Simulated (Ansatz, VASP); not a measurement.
One calculation of Y2TaN3, two programs

File INCAR:

```
SYSTEM = Y2TaN3
PREC = Accurate
ENCUT = 600
EDIFF = 1E-7
ISMEAR = 0
SIGMA = 0.1
LREAL = .FALSE.
LASPH = .TRUE.
NELM = 80
ALGO = Normal
ISIF = 3
LWAVE = .FALSE.
LCHARG = .FALSE.
GGA = PE
IBRION = 2
NSW = 90
EDIFFG = -0.04
```

The input KPOINTS:

```
regular mesh
0
G
  6 6 4
  0 0 0
```

POSCAR

```
Y2TaN3
1.0
    5.3975445600      0.0000000000      0.0000000000
   -2.6987722800      4.6744107000      0.0000000000
    0.0000000000      0.0000000000      3.8152567800
Y Ta N
2 1 3
Direct
    0.3333333300      0.6666666700      0.0000000000
    0.6666666700      0.3333333300      0.0000000000
    0.0000000000      0.0000000000      0.0000000000
    0.5000000000      0.0000000000      0.5000000000
    0.5000000000      0.5000000000      0.5000000000
    0.0000000000      0.5000000000      0.5000000000
```

Input for Ansatz:

```yaml
crystal:
  lattice:
    - [5.39754456, 0.0, 0.0]
    - [-2.69877228, 4.6744107, 0.0]
    - [0.0, 0.0, 3.81525678]
  atoms:
    - { symbol: "Y", position: [0.33333333, 0.66666667, 0.0] }
    - { symbol: "Y", position: [0.66666667, 0.33333333, 0.0] }
    - { symbol: Ta, position: [0.0, 0.0, 0.0] }
    - { symbol: "N", position: [0.5, 0.0, 0.5] }
    - { symbol: "N", position: [0.5, 0.5, 0.5] }
    - { symbol: "N", position: [0.0, 0.5, 0.5] }
basis:
  ecutwfc: 420
kpoints:
  mp_grid: { grid: [6, 6, 4] }
hamiltonian:
  xc: pbe
scf:
  occupations: { method: gaussian, width: 0.1 }
  lower_state_search: "off"
output:
  forces: true
  stress: true
  eigenvalues: true
relax:
  adjacent_minimum: "off"
  f_tol: 0.04
  max_steps: 70
  cell: { stress_tol: 0.4 }
```

Change from the starting cell: species swapped into the PrAl2Ni3 type (P6/mmm, No. 191).

Alike in both runs: task relaxation of cell and atoms; functional PBE; k mesh 6 × 6 × 4; occupations gaussian, width 0.1 eV; no spin polarisation.

|  | VASP | Ansatz |
| --- | --- | --- |
| version | VASP 6.6.1 | Ansatz 0.2.0 |
| potentials or method | VASP PAW PBE potentials, release 64 (Y_sv, Ta_pv, N), cutoff 600 eV | scalar-relativistic, plane waves, PAW |
| valence electrons in the cell | 48 | 50 |

VASP gave:

```
gap on the k mesh at the Fermi level, each at its own relaxed structure (eV)  : none
relaxed volume (Å³/atom)                                                      : 16.14
relaxed length of the cell vector where the two differ most in proportion (Å) : 5.977
```

Problem. Estimate Ansatz's values.

Solution. gap on the k mesh at the Fermi level, each at its own relaxed structure (eV): none; relaxed volume (Å³/atom): 16.19; relaxed length of the cell vector where the two differ most in proportion (Å): 5.987.

A gap of «none» marks a metal or a gap that the smearing closes. VASP's potentials hold 48 valence electrons a cell and Ansatz's 50, so a difference there can come from the potentials and not from the codes.

The k mesh is coarse, so the values compare programs but aren't converged. Neither program's run includes spin-orbit coupling.
